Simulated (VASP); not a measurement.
# CsOs (P4/mmm) in VASP: further runs

The runs below take CsOs through single point, with PBE.

Program: VASP 6.6.1. These are calculated values, not measurements. Logs are shortened: lines on timing, memory, paths and dates and some standing lists are left out, and cuts for length are marked.

## Step 1: The cell of the first run

Symmetry: P4/mmm, No. 123, tetragonal system. The conventional cell has a = 3.607 Å, b = 3.607 Å, c = 4.728 Å, α = 90.00°, β = 90.00°, γ = 90.00°. Within 4.8 Å of Cs (site symmetry 4/mmm) lie 8 Os at 3.48 Å and 6 Cs at 3.61 to 4.73 Å. Os (site symmetry 4/mmm) has 8 Cs at 3.48 Å and 6 Os at 3.61 to 4.73 Å within 4.8 Å.

## Step 2: Single point, PBE

The input, INCAR:

```
ALGO = Fast ; EDIFF = 1E-6
ENCUT = 520 ; GGA = PE
ISIF = 2 ; ISMEAR = 0
LASPH = T ; LCHARG = F
LREAL = F ; LWAVE = F
NBANDS = 16 ; NELM = 60
PREC = Accurate ; SIGMA = 0.1
```

The input, KPOINTS:

```
k-points
0
Gamma
  6 6 4
```

The input, POSCAR:

```
CsOs
1.0
    3.6070077986      0.0000000000      0.0000000000
    0.0000000000      3.6070077986      0.0000000000
    0.0000000000      0.0000000000      4.7277566503
Cs Os
1 1
Direct
    0.5000000000      0.5000000000      0.5000000000
    0.0000000000      0.0000000000      0.0000000000
```

Potentials or basis: VASP PAW PBE potentials, release 64 (Cs_sv, Os).

Command:

```
$ cat potpaw_PBE.64/Cs_sv/POTCAR potpaw_PBE.64/Os/POTCAR > POTCAR
$ mpirun -np 1 vasp_std > vasp.out
```

OUTCAR:

```text
EDIFF = 1E-6
   ENCUT = 520
   GGA = PE
   ISIF = 2
   ISMEAR = 0
   LASPH = T
   LREAL = F
   NELM = 60
   PREC = Accurate

 ion  position               nearest neighbor table
   1  0.500  0.500  0.500-
   2  0.000  0.000  0.000-

  LATTYP: Found a simple tetragonal cell.
 ALAT       =     3.6070077986
 C/A-ratio  =     1.3107142857

  Lattice vectors:

 A1 = (   3.6070077986,   0.0000000000,   0.0000000000)
 A2 = (   0.0000000000,   3.6070077986,   0.0000000000)
 A3 = (   0.0000000000,   0.0000000000,   4.7277566503)

Analysis of symmetry for initial positions (statically):
=====================================================================
 Subroutine PRICEL returns:
 Original cell was already a primitive cell.

 Routine SETGRP: Setting up the symmetry group for a
 simple tetragonal supercell.

 Subroutine GETGRP returns: Found 16 space group operations
 (whereof 16 operations were pure point group operations)
 out of a pool of 16 trial point group operations.

The static configuration has the point symmetry D_4h.

Analysis of symmetry for dynamics (positions and initial velocities):
=====================================================================
 Subroutine PRICEL returns:
 Original cell was already a primitive cell.

 Routine SETGRP: Setting up the symmetry group for a
 simple tetragonal supercell.

 Subroutine GETGRP returns: Found 16 space group operations
 (whereof 16 operations were pure point group operations)
 out of a pool of 16 trial point group operations.

The dynamic configuration has the point symmetry D_4h.

 Subroutine INISYM returns: Found 16 space group operations
 (whereof 16 operations are pure point group operations),
 and found     1 'primitive' translations

----------------------------------------------------------------------------------------

                                     Primitive cell

  volume of cell :      61.5105

  direct lattice vectors                    reciprocal lattice vectors
     3.607007799  0.000000000  0.000000000     0.277238103  0.000000000  0.000000000
     0.000000000  3.607007799  0.000000000     0.000000000  0.277238103  0.000000000
     0.000000000  0.000000000  4.727756650     0.000000000  0.000000000  0.211516809

  length of vectors
     3.607007799  3.607007799  4.727756650     0.277238103  0.277238103  0.211516809

  position of ions in fractional coordinates (direct lattice)
     0.500000000  0.500000000  0.500000000
     0.000000000  0.000000000  0.000000000

  ion indices of the primitive-cell ions
   primitive index   ion index
                 1           1
                 2           2

----------------------------------------------------------------------------------------

 KPOINTS: k-points

Automatic generation of k-mesh.
 Grid dimensions read from file:
 generate k-points for:    6    6    4

 Generating k-lattice:

  Cartesian coordinates                     Fractional coordinates (reciprocal lattice)
     0.046206351  0.000000000  0.000000000     0.166666667  0.000000000  0.000000000
     0.000000000  0.046206351  0.000000000     0.000000000  0.166666667  0.000000000
     0.000000000  0.000000000  0.052879202     0.000000000  0.000000000  0.250000000

  Length of vectors
     0.046206351  0.046206351  0.052879202

  Shift w.r.t. Gamma in fractional coordinates (k-lattice)
     0.000000000  0.000000000  0.000000000

 Subroutine IBZKPT returns following result:
 ===========================================

 Found     30 irreducible k-points:

 Following reciprocal coordinates:
            Coordinates               Weight
  0.000000  0.000000  0.000000      1.000000
  0.166667  0.000000  0.000000      4.000000
  0.333333  0.000000  0.000000      4.000000
  0.500000  0.000000  0.000000      2.000000
  0.166667  0.166667  0.000000      4.000000
  0.333333  0.166667  0.000000      8.000000
[... 16 lines left out ...]
  0.333333  0.000000  0.500000      4.000000
  0.500000  0.000000  0.500000      2.000000
 [... further k-points ...]
   k-points           NKPTS =     30   k-points in BZ     NKDIM =     30   number of bands    NBANDS=     16
   number of dos      NEDOS =    301   number of ions     NIONS =      2
   total plane-waves  NPLWV =  28224
   dimension x,y,z NGX =    28 NGY =   28 NGZ =   36
   dimension x,y,z NGXF=    56 NGYF=   56 NGZF=   72
   ions per type =               1   1
   NGX,Y,Z   is equivalent  to a cutoff of  12.91, 12.91, 12.66 a.u.
   NGXF,Y,Z  is equivalent  to a cutoff of  25.81, 25.81, 25.32 a.u.
 SYSTEM =  unknown system
   PREC   = accura    normal or accurate (medium, high low for compatibility)
   ISTART =      0    job   : 0-new  1-cont  2-samecut
   ICHARG =      2    charge: 1-file 2-atom 10-const
   ISPIN  =      1    spin polarized calculation?
   LNONCOLLINEAR =      F non collinear calculations
   LSORBIT =      F    spin-orbit coupling
   LASPH  =      T    aspherical Exc in radial PAW
   ENCUT  =  520.0 eV  38.22 Ry    6.18 a.u.   6.71  6.71  8.79*2*pi/ulx,y,z
   NELM   =     60;   NELMIN=  2; NELMDL= -5     # of ELM steps
   EDIFF  = 0.1E-05   stopping-criterion for ELM
   LREAL  =      F    real-space projection
   EDIFFG = 0.1E-04   stopping-criterion for IOM
   NSW    =      0    number of steps for IOM
   IBRION =     -1    ionic relax: 0-MD 1-quasi-New 2-CG
   NFREE  =      0    steps in history (QN), initial steepest desc. (CG)
   ISIF   =      2    stress and relaxation
   ISYM   =      2    0-nonsym 1-usesym 2-fastsym
   POTIM  = 0.5000    time-step for ionic-motion
   TEBEG  =    0.0;   TEEND  =   0.0 temperature during run
   PSTRESS=    0.0 pullay stress
   NELECT =      17.0000    total number of electrons
   NUPDOWN=      -1.0000    fix difference up-down
   EMIN   =  10.00;   EMAX   =-10.00  energy-range for DOS
   EFERMI =   0.00;   METHOD = LEGACY
   ISMEAR =     0;   SIGMA  =   0.10  broadening in eV -4-tet -1-fermi 0-gaus
   EFERMI_NEDOS =   21; number of points for ismear=-14 and -15
   IALGO  =     68    algorithm
   IMIX   =      4    mixing-type and parameters
     AMIX     =   0.40;   BMIX     =  1.00
     AMIX_MAG =   1.60;   BMIX_MAG =  1.00
  volume/ion in A,a.u.               =      30.76       207.55
  Fermi-wavevector in a.u.,A,eV,Ry     =   1.066370  2.015148 15.471806  1.137146
  Thomas-Fermi vector in A             =   2.201952
   LORBIT       =      0    0 simple, 1 ext, 2 COOP (PROOUT), +10 PAW based schemes
   GGA     = PE    functional components
   LHFCALC =     F    Hartree Fock is set to
   AEXX    =    0.0000 exact exchange contribution
   IVDW    =     0    specifies the selected vdW correction
   LEPSILON=     F    determine dielectric tensor
   LRPA    =     F    only Hartree local field effects (RPA)
 non-spin polarized calculation
 RMM-DIIS sequential band-by-band and
 Gauss-broadening in eV      SIGMA  =   0.10
  energy-cutoff  :      520.00
  volume of cell :       61.51
 maximum number of plane-waves:      1676
 NGX is ok and might be reduce to    28
   NGX = 13   NGY = 13   NGZ = 17

 number of electron      17.0000001 magnetization

 Free energy of the ion-electron system (eV)
  ---------------------------------------------------
  ext. energy  EPLUGINS =         0.00000000
  ---------------------------------------------------
  free energy    TOTEN  =        -6.26394932 eV

  energy without entropy =       -6.20226699  energy(sigma->0) =       -6.23310815

 E-fermi :   2.7141     XC(G=0):  -9.9289

 val. band max:        2.7122883456   @ k =   0.5000   0.0000   0.2500
 cond. band min:       2.7166885629   @ k =   0.3333   0.3333   0.2500
 fundamental gap:      0.0044002173
 Fermi energy:         2.7140759089

 k-point     1 :       0.0000    0.0000    0.0000
  band No.  band energies     occupation
      1     -18.6460      2.00000
      2      -5.4823      2.00000
      3      -4.4399      2.00000
      4      -4.4399      2.00000
      5      -0.7600      2.00000
      6       1.1116      2.00000
[... 8 lines left out ...]
     15      12.1231      0.00000
     16      12.3803      0.00000

 k-point     2 :       0.1667    0.0000    0.0000
  band No.  band energies     occupation
      1     -18.5756      2.00000
      2      -5.4228      2.00000
      3      -5.2061      2.00000
      4      -4.3854      2.00000
      5      -0.2260      2.00000
      6       1.3299      2.00000
[... 8 lines left out ...]
     15      11.0339      0.00000
     16      12.2380      0.00000

 k-point     3 :       0.3333    0.0000    0.0000
  band No.  band energies     occupation
      1     -18.4281      2.00000
      2      -6.3628      2.00000
      3      -5.3002      2.00000
      4      -4.2731      2.00000
      5       0.8040      2.00000
      6       1.9866      2.00000
[... 8 lines left out ...]
     15      11.7370      0.00000
     16      11.9473      0.00000

 k-point     4 :       0.5000    0.0000    0.0000
  band No.  band energies     occupation
      1     -18.3507      2.00000
      2      -6.8441      2.00000
      3      -5.2369      2.00000
      4      -4.2152      2.00000
      5       1.2015      2.00000
      6       2.5868      1.92821
[... 8 lines left out ...]
     15      11.7992      0.00000
     16      12.9753      0.00000
[... 324 lines left out ...]
 k-point    22 :       0.1667    0.0000    0.5000
  band No.  band energies     occupation
      1     -18.5486      2.00000
      2      -6.0931      2.00000
      3      -5.1192      2.00000
      4      -4.3979      2.00000
      5       1.0822      2.00000
      6       1.6815      2.00000
[... 8 lines left out ...]
     15       9.5733      0.00000
     16      12.3101      0.00000

 k-point    23 :       0.3333    0.0000    0.5000
  band No.  band energies     occupation
      1     -18.4109      2.00000
      2      -6.1705      2.00000
      3      -5.7087      2.00000
      4      -4.2397      2.00000
      5       0.5121      2.00000
      6       1.9612      2.00000
[... 8 lines left out ...]
     15      11.0393      0.00000
     16      11.0980      0.00000

 k-point    24 :       0.5000    0.0000    0.5000
  band No.  band energies     occupation
      1     -18.3388      2.00000
      2      -6.6220      2.00000
      3      -5.4852      2.00000
      4      -4.1559      2.00000
      5       0.1364      2.00000
      6       1.7641      2.00000
[... 8 lines left out ...]
     15      12.1151      0.00000
     16      12.3066      0.00000

 [... further k-points ...]

------------------------ aborting loop because EDIFF is reached ----------------------------------------

  FORCE on cell =-STRESS in cart. coord.  units (eV):
  Direction    XX          YY          ZZ          XY          YZ          ZX
  --------------------------------------------------------------------------------------
  -------------------------------------------------------------------------------------
  Total       -2.1090318     -2.1090318      1.6781999      0.0000000      0.0000000      0.0000000
  in kB      -54.9344062    -54.9344062     43.7124339      0.0000000      0.0000000      0.0000000
  external PRESSURE =     -22.0521262 kB  Pullay stress =       0.0000000 kB

 VOLUME and BASIS-vectors are now :
 -----------------------------------------------------------------------------
  energy-cutoff  :      520.00
  volume of cell :       61.51
      direct lattice vectors                 reciprocal lattice vectors
     3.607007799  0.000000000  0.000000000     0.277238103  0.000000000  0.000000000
     0.000000000  3.607007799  0.000000000     0.000000000  0.277238103  0.000000000
     0.000000000  0.000000000  4.727756650     0.000000000  0.000000000  0.211516809

 POSITION                                       TOTAL-FORCE (eV/Angst)
 -----------------------------------------------------------------------------------
      1.80350      1.80350      2.36388         0.000000      0.000000      0.000000
      0.00000      0.00000      0.00000         0.000000      0.000000      0.000000
 -----------------------------------------------------------------------------------
    total drift:                                0.000000      0.000000      0.000000

  FREE ENERGIE OF THE ION-ELECTRON SYSTEM (eV)
  ---------------------------------------------------
  free  energy   TOTEN  =        -6.2639493170 eV

  energy  without entropy=       -6.2022669856  energy(sigma->0) =       -6.23310815
```

Run time: 43 s. Hardware: 1 thread of Oxide Virtual Turin-like, shared host; peak memory 0.14 GiB.

What came out:

- Free energy: -6.2639 eV
- Pressure: -2.2 GPa
- Band gap on the k mesh: zero (an odd number of electrons rules out a gap without spin polarisation)

Stress tensor (GPa, compression positive):
```
-5.49  0.00  0.00
 0.00 -5.49  0.00
 0.00  0.00  4.37
```

Caveat: the stress differs along the axes, from -5 to 4 GPa; spin-orbit coupling is left out, which moves the levels of the heavy elements.

(Continued in part 2 of 2.)
